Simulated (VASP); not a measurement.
# Ta3N (Cm) in VASP: notebook

Runs on Ta3N. Level: PBE. Tasks: single point.

All numbers are computed with VASP 6.6.1; they aren't measurements. Logs are shortened: lines on timing, memory, paths and dates and some standing lists are left out, and cuts for length are marked.

## Step 1: The cell of the first run

The structure is monoclinic, space group Cm (No. 8). Conventional cell: a = 5.234 Å, b = 3.022 Å, c = 7.558 Å, α = 90.00°, β = 90.00°, γ = 90.00°. Ta (site symmetry m) has 12 Ta at 2.95 to 3.02 Å and 2 N at 3.78 Å within 3.9 Å. Ta (site symmetry m) has 3 N at 2.19 to 2.28 Å within 2.9 Å. Within 2.9 Å of Ta (site symmetry m) lie 3 N at 2.18 Å. N (site symmetry m) has 6 Ta at 2.18 to 2.28 Å within 2.9 Å.

## Step 2: Single point, PBE (atom 2 (Ta) moved -0.100 Å towards its neighbour atom 4 (N) at 2.183 Å)

INCAR

```
SYSTEM = Ta3N
PREC     = Accurate       ! precision mode
ENCUT    = 520            ! plane-wave cutoff, eV
EDIFF    = 1E-7           ! SCF threshold, eV
ISMEAR   = 0              ! smearing method
SIGMA    = 0.15           ! smearing width, eV
LREAL    = .False.        ! projectors in reciprocal space
LASPH    = .True.         ! aspherical terms in the spheres
NELM     = 80             ! most SCF steps
ALGO     = Normal         ! electronic algorithm
ISIF     = 2              ! what is computed and relaxed
LWAVE    = .False.        ! write WAVECAR
LCHARG   = .True.         ! write CHGCAR
GGA      = PE             ! functional
LELF     = .True.         ! ELF
LVHAR    = .True.       
NBANDS   = 27             ! bands
```

KPOINTS

```
Automatic mesh
0
Gamma
  18 18 6
  0 0 0
```

POSCAR

```
Ta3N
1.0
    3.0217748255      0.0000000000      0.0000000000
   -1.5108874128      2.6169337634      0.0000000000
    0.0000000000      0.0000000000      7.5575881873
Ta N
3 1
Direct
    0.0000000000      0.0000000000      0.5000000000
    0.3486037092      0.6972074185      0.1815476399
    0.6666666667      0.3333333333      0.8264049453
    0.0000000000      0.0000000000      0.0000000000
```

Potentials or basis: VASP PAW PBE potentials, release 64 (Ta_pv, N).

On the command line:

```sh
$ cat potpaw_PBE.64/Ta_pv/POTCAR potpaw_PBE.64/N/POTCAR > POTCAR
$ mpirun -np 1 vasp_std > vasp.out
```

OUTCAR:

```text
SYSTEM = Ta3N
   PREC = Accurate
   ENCUT = 520
   EDIFF = 1E-7
   ISMEAR = 0
   LREAL = .False.
   LASPH = .True.
   NELM = 80
   ISIF = 2
   GGA = PE

 ion  position               nearest neighbor table
   1  0.000  0.000  0.500-   2 2.95   2 2.95   2 3.02   3 3.02   3 3.02   3 3.02
   2  0.349  0.697  0.182-   4 2.19   4 2.19   4 2.28   1 2.95   1 2.95   1 3.02   3 3.16   3 3.22
                             3 3.22
   3  0.667  0.333  0.826-   4 2.18   4 2.18   4 2.18   1 3.02   1 3.02   1 3.02   2 3.16   2 3.22
                             2 3.22
   4  0.000  0.000  0.000-   3 2.18   3 2.18   3 2.18   2 2.19   2 2.19   2 2.28

  LATTYP: Found a hexagonal cell.
 ALAT       =     3.0217748255
 C/A-ratio  =     2.5010428055

  Lattice vectors:

 A1 = (   3.0217748255,   0.0000000000,   0.0000000000)
 A2 = (  -1.5108874128,   2.6169337634,   0.0000000000)
 A3 = (   0.0000000000,   0.0000000000,   7.5575881873)

Analysis of symmetry for initial positions (statically):
=====================================================================
 Subroutine PRICEL returns:
 Original cell was already a primitive cell.

 Routine SETGRP: Setting up the symmetry group for a
 hexagonal supercell.

 Subroutine GETGRP returns: Found  2 space group operations
 (whereof  2 operations were pure point group operations)
 out of a pool of 24 trial point group operations.

The static configuration has the point symmetry C_1h.

Analysis of symmetry for dynamics (positions and initial velocities):
=====================================================================
 Subroutine PRICEL returns:
 Original cell was already a primitive cell.

 Routine SETGRP: Setting up the symmetry group for a
 hexagonal supercell.

 Subroutine GETGRP returns: Found  2 space group operations
 (whereof  2 operations were pure point group operations)
 out of a pool of 24 trial point group operations.

The dynamic configuration has the point symmetry C_1h.

 Subroutine INISYM returns: Found  2 space group operations
 (whereof  2 operations are pure point group operations),
 and found     1 'primitive' translations

----------------------------------------------------------------------------------------

                                     Primitive cell

  volume of cell :      59.7638

  direct lattice vectors                    reciprocal lattice vectors
     3.021774826  0.000000000  0.000000000     0.330931343  0.191063300  0.000000000
    -1.510887413  2.616933763  0.000000000     0.000000000  0.382126599  0.000000000
     0.000000000  0.000000000  7.557588187     0.000000000  0.000000000  0.132317345

  length of vectors
[... 90 lines left out ...]
   IBRION =     -1    ionic relax: 0-MD 1-quasi-New 2-CG
   NFREE  =      0    steps in history (QN), initial steepest desc. (CG)
   ISIF   =      2    stress and relaxation
   ISYM   =      2    0-nonsym 1-usesym 2-fastsym
   POTIM  = 0.5000    time-step for ionic-motion
   TEBEG  =    0.0;   TEEND  =   0.0 temperature during run
   PSTRESS=    0.0 pullay stress
   NELECT =      38.0000    total number of electrons
   NUPDOWN=      -1.0000    fix difference up-down
   EMIN   =  10.00;   EMAX   =-10.00  energy-range for DOS
   EFERMI =   0.00;   METHOD = LEGACY
   ISMEAR =     0;   SIGMA  =   0.15  broadening in eV -4-tet -1-fermi 0-gaus
   EFERMI_NEDOS =   21; number of points for ismear=-14 and -15
   IALGO  =     38    algorithm
   IMIX   =      4    mixing-type and parameters
     AMIX     =   0.40;   BMIX     =  1.00
     AMIX_MAG =   1.60;   BMIX_MAG =  1.00
  volume/ion in A,a.u.               =      14.94       100.83
  Fermi-wavevector in a.u.,A,eV,Ry     =   1.407743  2.660248 26.963211  1.981740
  Thomas-Fermi vector in A             =   2.529971
   LORBIT       =      0    0 simple, 1 ext, 2 COOP (PROOUT), +10 PAW based schemes
   GGA     = PE    functional components
   LHFCALC =     F    Hartree Fock is set to
   AEXX    =    0.0000 exact exchange contribution
   IVDW    =     0    specifies the selected vdW correction
   LEPSILON=     F    determine dielectric tensor
   LRPA    =     F    only Hartree local field effects (RPA)
 non-spin polarized calculation
 Gauss-broadening in eV      SIGMA  =   0.15
  energy-cutoff  :      520.00
  volume of cell :       59.76
 maximum number of plane-waves:      1636
   NGX = 11   NGY = 11   NGZ = 29

 number of electron      37.9999998 magnetization

 Free energy of the ion-electron system (eV)
  ---------------------------------------------------
  ext. energy  EPLUGINS =         0.00000000
  ---------------------------------------------------
  free energy    TOTEN  =       -45.59081731 eV

  energy without entropy =      -45.55241121  energy(sigma->0) =      -45.57161426

 E-fermi :   6.6405     XC(G=0): -12.7028

 val. band max:        6.6403327980   @ k =   0.1667   0.4444   0.1667
 cond. band min:       6.6419532797   @ k =   0.2778  -0.0000   0.1667
 fundamental gap:      0.0016204818
 Fermi energy:         6.6405100278

 k-point     1 :       0.0000    0.0000    0.0000
  band No.  band energies     occupation
      1     -28.4840      2.00000
      2     -28.2577      2.00000
      3     -27.8790      2.00000
      4     -27.8704      2.00000
      5     -27.8535      2.00000
      6     -27.8497      2.00000
[... 709 lines left out ...]
     26       9.7291      0.00000
     27      10.5692      0.00000

 [... further k-points ...]

------------------------ aborting loop because EDIFF is reached ----------------------------------------

  FORCE on cell =-STRESS in cart. coord.  units (eV):
  Direction    XX          YY          ZZ          XY          YZ          ZX
  --------------------------------------------------------------------------------------
  -------------------------------------------------------------------------------------
  Total       -0.0725443     -0.6171690      0.3322105      0.0000000     -0.4890356      0.0000000
  in kB       -1.9448030    -16.5453759      8.9060643      0.0000000    -13.1103103      0.0000000
  external PRESSURE =      -3.1947049 kB  Pullay stress =       0.0000000 kB

 VOLUME and BASIS-vectors are now :
 -----------------------------------------------------------------------------
  energy-cutoff  :      520.00
  volume of cell :       59.76
      direct lattice vectors                 reciprocal lattice vectors
     3.021774826  0.000000000  0.000000000     0.330931343  0.191063300  0.000000000
    -1.510887413  2.616933763  0.000000000     0.000000000  0.382126599  0.000000000
     0.000000000  0.000000000  7.557588187     0.000000000  0.000000000  0.132317345

 POSITION                                       TOTAL-FORCE (eV/Angst)
 -----------------------------------------------------------------------------------
      0.00000      0.00000      3.77879         0.000000     -0.004717      0.423177
     -0.00000      1.82455      1.37206         0.000000     -0.320109     -0.844278
      1.51089      0.87231      6.24563         0.000000     -0.053888      0.037415
      0.00000      0.00000      0.00000        -0.000000      0.378715      0.383686
 -----------------------------------------------------------------------------------
    total drift:                               -0.000000      0.000002     -0.000046

  FREE ENERGIE OF THE ION-ELECTRON SYSTEM (eV)
  ---------------------------------------------------
  free  energy   TOTEN  =       -45.5908173082 eV

  energy  without entropy=      -45.5524112088  energy(sigma->0) =      -45.57161426
```

OSZICAR:

```text
N       E                     dE             d eps       ncg     rms          rms(c)
DAV:   1     0.336749196940E+03    0.33675E+03   -0.21191E+04 28296   0.147E+03
DAV:   2    -0.333837466349E+02   -0.37013E+03   -0.36181E+03 31938   0.426E+02
DAV:   3    -0.492320732187E+02   -0.15848E+02   -0.15518E+02 36499   0.809E+01
DAV:   4    -0.494881372889E+02   -0.25606E+00   -0.25459E+00 35723   0.995E+00
DAV:   5    -0.494913920294E+02   -0.32547E-02   -0.32504E-02 36678   0.102E+00    0.285E+01
DAV:   6    -0.460647982275E+02    0.34266E+01   -0.15825E+01 36111   0.240E+01    0.133E+01
DAV:   7    -0.456621826997E+02    0.40262E+00   -0.20482E+00 35195   0.913E+00    0.599E+00
DAV:   8    -0.456099134608E+02    0.52269E-01   -0.50018E-01 39086   0.473E+00    0.930E-01
DAV:   9    -0.455955480735E+02    0.14365E-01   -0.22215E-01 36790   0.295E+00    0.554E-01
DAV:  10    -0.455915203422E+02    0.40277E-02   -0.38757E-02 37856   0.102E+00    0.251E-01
DAV:  11    -0.455909596210E+02    0.56072E-03   -0.58813E-03 38909   0.524E-01    0.152E-01
DAV:  12    -0.455908628918E+02    0.96729E-04   -0.22679E-03 37078   0.324E-01    0.567E-02
DAV:  13    -0.455908171406E+02    0.45751E-04   -0.34858E-04 36033   0.107E-01    0.230E-02
DAV:  14    -0.455908189406E+02   -0.18000E-05   -0.19412E-05 34735   0.306E-02    0.856E-03
DAV:  15    -0.455908173209E+02    0.16197E-05   -0.29842E-06 37362   0.128E-02    0.211E-03
DAV:  16    -0.455908173082E+02    0.12710E-07   -0.42749E-07 28463   0.424E-03
   1 F= -.45590817E+02 E0= -.45571614E+02  d E =-.384061E-01
```

stdout:

```text
POSCAR found type information on POSCAR TaN
 POSCAR found :  2 types and       4 ions
 scaLAPACK will be used
 LDA part: xc-table for (Slater+PW92), standard interpolation
 POSCAR, INCAR and KPOINTS ok, starting setup
 FFT: planning ... GRIDC
 FFT: planning ... GRID_SOFT
 FFT: planning ... GRID
 WAVECAR not read
 entering main loop
```

It took 17 min on 1 thread of Oxide Virtual Turin-like, shared host; peak memory 0.69 GiB.

What came out:

| Quantity | Value |
| --- | --- |
| Free energy | -45.5908 eV |
| Pressure | -0.3 GPa |
| Largest force | 0.903 eV/Å |
| Band gap on the k mesh | zero (band 19 reaches 7.13 eV, above the bottom of band 20 at 6.34 eV) |

Forces on the atoms (eV/Å):
```
Ta   0.000 -0.005  0.423
Ta   0.000 -0.320 -0.844
Ta   0.000 -0.054  0.037
N    0.000  0.379  0.384
```

Caveat: the cell differs from its parent crystal (atom 2 (Ta) moved -0.100 Å towards its neighbour atom 4 (N) at 2.183 Å); spin-orbit coupling is left out, which moves the levels of the heavy elements.

## Step 3: Single point, PBE (atom 2 (Ta) moved +0.080 Å towards its neighbour atom 4 (N) at 2.183 Å)

INCAR

```
PREC     = Accurate       # precision mode
ENCUT    = 520            # plane-wave cutoff, eV
EDIFF    = 1E-6           # SCF threshold, eV
ISMEAR   = 0              # smearing method
SIGMA    = 0.15           # smearing width, eV
LREAL    = F              # projectors in reciprocal space
LASPH    = T              # aspherical terms in the spheres
NELM     = 60             # most SCF steps
ALGO     = Normal         # electronic algorithm
ISIF     = 2              # what is computed and relaxed
LWAVE    = F              # write WAVECAR
LCHARG   = T              # write CHGCAR
GGA      = PE             # functional
LELF     = T              # ELF
LVHAR    = T            
NBANDS   = 27             # bands
```

KPOINTS

```
regular mesh
0
Gamma
  18 18 6
```

Edit POSCAR of step 2 so:

```diff
@@ -9,3 +9,3 @@
     0.0000000000      0.0000000000      0.5000000000
-    0.3486037092      0.6972074185      0.1815476399
+    0.3211170326      0.6422340652      0.1672329865
     0.6666666667      0.3333333333      0.8264049453
```

Potentials or basis: VASP PAW PBE potentials, release 64 (Ta_pv, N).

On the command line:

```sh
$ cat potpaw_PBE.64/Ta_pv/POTCAR potpaw_PBE.64/N/POTCAR > POTCAR
$ mpirun -np 1 vasp_std > vasp.out
```

Run time: 17 min. Hardware: 1 thread of Oxide Virtual Turin-like, shared host; peak memory 0.69 GiB.

The run converged. Its results:

```
Free energy            : -45.5950 eV
Pressure               : 1.5 GPa
Largest force          : 0.968 eV/Å
Band gap on the k mesh : zero (band 19 reaches 7.22 eV, above the bottom of band 20 at 6.31 eV)
```

Forces in eV/Å, atoms in the order of the input:
```
Ta   0.000 -0.011 -0.304
Ta   0.000  0.464  0.849
Ta   0.000  0.030 -0.151
N    0.000 -0.484 -0.394
```

Stress tensor (GPa, compression positive):
```
1.11 0.00 0.00
0.00 2.66 1.27
0.00 1.27 0.70
```

Levels at points of the mesh, in eV from the Fermi level:
```csv
k point,band 17,band 18,band 19,band 20,band 21,band 22
"(0.00, 0.00, 0.00)",-0.52,-0.45,-0.41,0.35,0.39,0.99
"(0.50, 0.00, 0.00)",-1.16,-0.56,0.35,0.83,0.91,3.50
"(0.00, 0.50, 0.00)",-1.12,-0.61,0.12,0.85,0.87,3.49
"(0.00, 0.00, 0.50)",-1.13,-0.31,-0.27,0.62,0.63,1.18
"(0.50, 0.00, 0.50)",-1.30,-1.15,0.18,1.00,1.40,2.49
"(0.00, 0.50, 0.50)",-1.28,-1.22,0.11,0.81,1.37,2.54
```

Caveat: the cell differs from its parent crystal (atom 2 (Ta) moved +0.080 Å towards its neighbour atom 4 (N) at 2.183 Å); spin-orbit coupling is left out, which moves the levels of the heavy elements.

(Continued in part 2 of 2.)
